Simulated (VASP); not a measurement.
# Cs2AgSnCl6 (Fm-3m) in VASP: single point with PBE

Aim: the single point of Cs2AgSnCl6 with PBE.

Everything below comes from runs of VASP 6.6.1. Logs are shortened: lines on timing, memory, paths and dates and some standing lists are left out, and cuts for length are marked.

### Step 1. The cell of the first run

It takes space group Fm-3m (No. 225, cubic). The conventional cell has a = 10.437 Å, b = 10.437 Å, c = 10.437 Å, α = 90.00°, β = 90.00°, γ = 90.00°. Cs (site symmetry -43m) has 12 Cl at 3.69 Å and 4 Sn at 4.52 Å and 4 Ag at 4.52 Å within 4.8 Å. Sn (site symmetry m-3m) has 6 Cl at 2.50 Å within 3.3 Å. Within 3.6 Å of Ag (site symmetry m-3m) lie 6 Cl at 2.72 Å. Within 3.3 Å of Cl (site symmetry 4mm) lie 1 Sn at 2.50 Å and 1 Ag at 2.72 Å.

### Step 2. Single point, PBE

INCAR reads:

```
ALGO     = Normal         # electronic algorithm
EDIFF    = 1E-6           # SCF threshold, eV
ENCUT    = 520            # plane-wave cutoff, eV
GGA      = PE             # functional
ISIF     = 2              # what is computed and relaxed
ISMEAR   = -1             # smearing method
LASPH    = True           # aspherical terms in the spheres
LCHARG   = False          # write CHGCAR
LREAL    = False          # projectors in reciprocal space
LWAVE    = False          # write WAVECAR
NBANDS   = 54             # bands
NELECT   = 84.0         
NELM     = 100            # most SCF steps
PREC     = Accurate       # precision mode
SIGMA    = 0.1            # smearing width, eV
```

KPOINTS reads:

```
k-points
0
Gamma
  6 6 6
```

POSCAR reads:

```
Cs2AgSnCl6
1.0
    0.0000000000      5.2186180000      5.2186180000
    5.2186180000      0.0000000000      5.2186180000
    5.2186180000      5.2186180000      0.0000000000
Cs Sn Ag Cl
2 1 1 6
Direct
    0.2500000000      0.2500000000      0.2500000000
    0.7500000000      0.7500000000      0.7500000000
    0.0000000000      0.0000000000      0.0000000000
    0.5000000000      0.5000000000      0.5000000000
    0.7602100000      0.2397900000      0.2397900000
    0.2397900000      0.7602100000      0.2397900000
    0.2397900000      0.7602100000      0.7602100000
    0.7602100000      0.2397900000      0.7602100000
    0.2397900000      0.2397900000      0.7602100000
    0.7602100000      0.7602100000      0.2397900000
```

Potentials or basis: VASP PAW PBE potentials, release 64 (Cs_sv, Sn_d, Ag, Cl).

On the command line:

```sh
$ cat potpaw_PBE.64/Cs_sv/POTCAR potpaw_PBE.64/Sn_d/POTCAR potpaw_PBE.64/Ag/POTCAR potpaw_PBE.64/Cl/POTCAR > POTCAR
$ mpirun -np 1 vasp_std > vasp.out
```

OUTCAR:

```text
EDIFF = 1E-6
   ENCUT = 520
   GGA = PE
   ISIF = 2
   ISMEAR = -1
   LASPH = True
   LREAL = False
   NELECT = 84.0
   NELM = 100
   PREC = Accurate

 ion  position               nearest neighbor table
   1  0.250  0.250  0.250-
   2  0.750  0.750  0.750-
   3  0.000  0.000  0.000-   5 2.50   6 2.50   7 2.50   8 2.50   9 2.50  10 2.50
   4  0.500  0.500  0.500-   5 2.72   6 2.72   7 2.72   8 2.72   9 2.72  10 2.72
   5  0.760  0.240  0.240-   3 2.50   4 2.72
   6  0.240  0.760  0.240-   3 2.50   4 2.72
   7  0.240  0.760  0.760-   3 2.50   4 2.72
   8  0.760  0.240  0.760-   3 2.50   4 2.72
   9  0.240  0.240  0.760-   3 2.50   4 2.72
  10  0.760  0.760  0.240-   3 2.50   4 2.72

  LATTYP: Found a face centered cubic cell.
 ALAT       =    10.4372360000

  Lattice vectors:

 A1 = (   0.0000000000,   5.2186180000,   5.2186180000)
 A2 = (   5.2186180000,   0.0000000000,   5.2186180000)
 A3 = (   5.2186180000,   5.2186180000,   0.0000000000)

Analysis of symmetry for initial positions (statically):
=====================================================================
 Subroutine PRICEL returns:
 Original cell was already a primitive cell.

 Routine SETGRP: Setting up the symmetry group for a
 face centered cubic supercell.

 Subroutine GETGRP returns: Found 48 space group operations
 (whereof 48 operations were pure point group operations)
 out of a pool of 48 trial point group operations.

The static configuration has the point symmetry O_h .

Analysis of symmetry for dynamics (positions and initial velocities):
=====================================================================
 Subroutine PRICEL returns:
 Original cell was already a primitive cell.

 Routine SETGRP: Setting up the symmetry group for a
 face centered cubic supercell.

 Subroutine GETGRP returns: Found 48 space group operations
 (whereof 48 operations were pure point group operations)
 out of a pool of 48 trial point group operations.

The dynamic configuration has the point symmetry O_h .

 Subroutine INISYM returns: Found 48 space group operations
 (whereof 48 operations are pure point group operations),
 and found     1 'primitive' translations

----------------------------------------------------------------------------------------

                                     Primitive cell

  volume of cell :     284.2474

  direct lattice vectors                    reciprocal lattice vectors
     0.000000000  5.218618000  5.218618000    -0.095810807  0.095810807  0.095810807
     5.218618000  0.000000000  5.218618000     0.095810807 -0.095810807  0.095810807
     5.218618000  5.218618000  0.000000000     0.095810807  0.095810807 -0.095810807

  length of vectors
     7.380240352  7.380240352  7.380240352     0.165949185  0.165949185  0.165949185

  position of ions in fractional coordinates (direct lattice)
     0.250000000  0.250000000  0.250000000
     0.750000000  0.750000000  0.750000000
     0.000000000  0.000000000  0.000000000
     0.500000000  0.500000000  0.500000000
     0.760210000  0.239790000  0.239790000
     0.239790000  0.760210000  0.239790000
     0.239790000  0.760210000  0.760210000
     0.760210000  0.239790000  0.760210000
     0.239790000  0.239790000  0.760210000
     0.760210000  0.760210000  0.239790000

  ion indices of the primitive-cell ions
   primitive index   ion index
                 1           1
                 2           2
                 3           3
                 4           4
                 5           5
                 6           6
                 7           7
                 8           8
                 9           9
                10          10

----------------------------------------------------------------------------------------

 KPOINTS: k-points

Automatic generation of k-mesh.
 Grid dimensions read from file:
 generate k-points for:    6    6    6

 Generating k-lattice:

  Cartesian coordinates                     Fractional coordinates (reciprocal lattice)
    -0.015968468  0.015968468  0.015968468     0.166666667  0.000000000  0.000000000
     0.015968468 -0.015968468  0.015968468     0.000000000  0.166666667  0.000000000
     0.015968468  0.015968468 -0.015968468     0.000000000  0.000000000  0.166666667

  Length of vectors
     0.027658197  0.027658197  0.027658197

  Shift w.r.t. Gamma in fractional coordinates (k-lattice)
     0.000000000  0.000000000  0.000000000

 Subroutine IBZKPT returns following result:
 ===========================================

 Found     16 irreducible k-points:

 Following reciprocal coordinates:
            Coordinates               Weight
  0.000000  0.000000  0.000000      1.000000
  0.166667  0.000000  0.000000      8.000000
  0.333333  0.000000  0.000000      8.000000
  0.500000  0.000000  0.000000      4.000000
  0.166667  0.166667  0.000000      6.000000
  0.333333  0.166667  0.000000     24.000000
[... 8 lines left out ...]
 -0.333333  0.333333  0.166667     24.000000
 -0.333333  0.500000  0.166667     12.000000
   k-points           NKPTS =     16   k-points in BZ     NKDIM =     16   number of bands    NBANDS=     54
   number of dos      NEDOS =    301   number of ions     NIONS =     10
   total plane-waves  NPLWV = 175616
   dimension x,y,z NGX =    56 NGY =   56 NGZ =   56
   dimension x,y,z NGXF=   112 NGYF=  112 NGZF=  112
   ions per type =               2   1   1   6
   NGX,Y,Z   is equivalent  to a cutoff of  12.61, 12.61, 12.61 a.u.
   NGXF,Y,Z  is equivalent  to a cutoff of  25.23, 25.23, 25.23 a.u.
 SYSTEM =  unknown system
   PREC   = accura    normal or accurate (medium, high low for compatibility)
   ISTART =      0    job   : 0-new  1-cont  2-samecut
   ICHARG =      2    charge: 1-file 2-atom 10-const
   ISPIN  =      1    spin polarized calculation?
   LNONCOLLINEAR =      F non collinear calculations
   LSORBIT =      F    spin-orbit coupling
   LASPH  =      T    aspherical Exc in radial PAW
   ENCUT  =  520.0 eV  38.22 Ry    6.18 a.u.  13.72 13.72 13.72*2*pi/ulx,y,z
   NELM   =    100;   NELMIN=  2; NELMDL= -5     # of ELM steps
   EDIFF  = 0.1E-05   stopping-criterion for ELM
   LREAL  =      F    real-space projection
   EDIFFG = 0.1E-04   stopping-criterion for IOM
   NSW    =      0    number of steps for IOM
   IBRION =     -1    ionic relax: 0-MD 1-quasi-New 2-CG
   NFREE  =      0    steps in history (QN), initial steepest desc. (CG)
   ISIF   =      2    stress and relaxation
   ISYM   =      2    0-nonsym 1-usesym 2-fastsym
   POTIM  = 0.5000    time-step for ionic-motion
   TEBEG  =    0.0;   TEEND  =   0.0 temperature during run
   PSTRESS=    0.0 pullay stress
   NELECT =      84.0000    total number of electrons
   NUPDOWN=      -1.0000    fix difference up-down
   EMIN   =  10.00;   EMAX   =-10.00  energy-range for DOS
   EFERMI =   0.00;   METHOD = LEGACY
   ISMEAR =    -1;   SIGMA  =   0.10  broadening in eV -4-tet -1-fermi 0-gaus
   EFERMI_NEDOS =   21; number of points for ismear=-14 and -15
   IALGO  =     38    algorithm
   IMIX   =      4    mixing-type and parameters
     AMIX     =   0.40;   BMIX     =  1.00
     AMIX_MAG =   1.60;   BMIX_MAG =  1.00
  volume/ion in A,a.u.               =      28.42       191.82
  Fermi-wavevector in a.u.,A,eV,Ry     =   1.090442  2.060636 16.178183  1.189063
  Thomas-Fermi vector in A             =   2.226666
   LORBIT       =      0    0 simple, 1 ext, 2 COOP (PROOUT), +10 PAW based schemes
   GGA     = PE    functional components
   LHFCALC =     F    Hartree Fock is set to
   AEXX    =    0.0000 exact exchange contribution
   IVDW    =     0    specifies the selected vdW correction
   LEPSILON=     F    determine dielectric tensor
   LRPA    =     F    only Hartree local field effects (RPA)
 non-spin polarized calculation
  energy-cutoff  :      520.00
  volume of cell :      284.25
 maximum number of plane-waves:      7727
   NGX = 27   NGY = 27   NGZ = 27

 number of electron      84.0000002 magnetization

 Free energy of the ion-electron system (eV)
  ---------------------------------------------------
  ext. energy  EPLUGINS =         0.00000000
  ---------------------------------------------------
  free energy    TOTEN  =       -34.84164449 eV

  energy without entropy =      -34.83401166  energy(sigma->0) =      -34.83782808

 E-fermi :   1.3120     XC(G=0):  -8.5855

 val. band max:        1.2378509644   @ k =   0.0000   0.0000   0.0000
 cond. band min:       1.6318030907   @ k =   0.1667   0.0000   0.0000
 fundamental gap:      0.3939521263
 Fermi energy:         1.3119623345

 k-point     1 :       0.0000    0.0000    0.0000
  band No.  band energies     occupation
      1     -19.9949      2.00000
      2     -19.9949      2.00000
      3     -19.8692      2.00000
      4     -19.8692      2.00000
      5     -19.8692      2.00000
      6     -17.7230      2.00000
[... 46 lines left out ...]
     53       8.3577      0.00000
     54       8.6329      0.00000

 k-point     2 :       0.1667    0.0000    0.0000
  band No.  band energies     occupation
      1     -19.9949      2.00000
      2     -19.9949      2.00000
      3     -19.8692      2.00000
      4     -19.8692      2.00000
      5     -19.8692      2.00000
      6     -17.7209      2.00000
[... 46 lines left out ...]
     53       8.5059      0.00000
     54       8.8154      0.00000
[... 739 lines left out ...]
     53       9.2513      0.00000
     54       9.3291      0.00000

 k-point    16 :      -0.3333    0.5000    0.1667
  band No.  band energies     occupation
      1     -19.9950      2.00000
      2     -19.9949      2.00000
      3     -19.8692      2.00000
      4     -19.8692      2.00000
      5     -19.8692      2.00000
      6     -17.7108      2.00000
[... 46 lines left out ...]
     53       9.3953      0.00000
     54       9.4182      0.00000

------------------------ aborting loop because EDIFF is reached ----------------------------------------

  FORCE on cell =-STRESS in cart. coord.  units (eV):
  Direction    XX          YY          ZZ          XY          YZ          ZX
  --------------------------------------------------------------------------------------
  -------------------------------------------------------------------------------------
  Total       -5.6423776     -5.6423776     -5.6423776      0.0000000     -0.0000000      0.0000000
  in kB      -31.8035945    -31.8035945    -31.8035945      0.0000000     -0.0000000      0.0000000
  external PRESSURE =     -31.8035945 kB  Pullay stress =       0.0000000 kB

 VOLUME and BASIS-vectors are now :
 -----------------------------------------------------------------------------
  energy-cutoff  :      520.00
  volume of cell :      284.25
      direct lattice vectors                 reciprocal lattice vectors
     0.000000000  5.218618000  5.218618000    -0.095810807  0.095810807  0.095810807
     5.218618000  0.000000000  5.218618000     0.095810807 -0.095810807  0.095810807
     5.218618000  5.218618000  0.000000000     0.095810807  0.095810807 -0.095810807

 POSITION                                       TOTAL-FORCE (eV/Angst)
 -----------------------------------------------------------------------------------
      2.60931      2.60931      2.60931        -0.000000      0.000000      0.000000
      7.82793      7.82793      7.82793        -0.000000     -0.000000      0.000000
      0.00000      0.00000      0.00000        -0.000000     -0.000000      0.000000
      5.21862      5.21862      5.21862        -0.000000     -0.000000      0.000000
      2.50274      5.21862      5.21862        -0.049559     -0.000000      0.000000
      5.21862      2.50274      5.21862        -0.000000     -0.049559      0.000000
      7.93449      5.21862      5.21862         0.049559     -0.000000      0.000000
      5.21862      7.93449      5.21862        -0.000000      0.049559      0.000000
      5.21862      5.21862      2.50274        -0.000000     -0.000000     -0.049559
      5.21862      5.21862      7.93449        -0.000000     -0.000000      0.049559
 -----------------------------------------------------------------------------------
    total drift:                                0.000000      0.000000      0.000000

  FREE ENERGIE OF THE ION-ELECTRON SYSTEM (eV)
  ---------------------------------------------------
  free  energy   TOTEN  =       -34.8416444914 eV

  energy  without entropy=      -34.8340116614  energy(sigma->0) =      -34.83782808
```

Run time: 8.9 min. Hardware: 1 thread of AMD EPYC, shared host; peak memory 0.55 GiB.

Results:

- Free energy: -34.8416 eV
- Largest force: 0.050 eV/Å

Forces on the atoms (eV/Å):
```
Cs   0.000  0.000  0.000
Cs   0.000  0.000  0.000
Sn   0.000  0.000  0.000
Ag   0.000  0.000  0.000
Cl  -0.050  0.000  0.000
Cl   0.000 -0.050  0.000
Cl   0.050  0.000  0.000
Cl   0.000  0.050  0.000
Cl   0.000  0.000 -0.050
Cl   0.000  0.000  0.050
```

Levels at points of the mesh, in eV from the Fermi level:
```csv
k point,band 40,band 41,band 42,band 43,band 44,band 45
"(0.00, 0.00, 0.00)",-0.93,-0.36,-0.36,-0.07,4.77,4.77
"(0.50, 0.00, 0.00)",-1.16,-0.82,-0.82,1.52,3.30,6.46
"(0.50, 0.50, 0.00)",-1.03,-0.95,-0.36,2.37,5.29,5.58
```

Caveat: the cell carries a net charge on a neutralising background, which shifts energy and pressure; the cell is charged against a uniform background, so pressure and absolute levels hang on convention; spin-orbit coupling is left out, which moves the levels of the heavy elements.
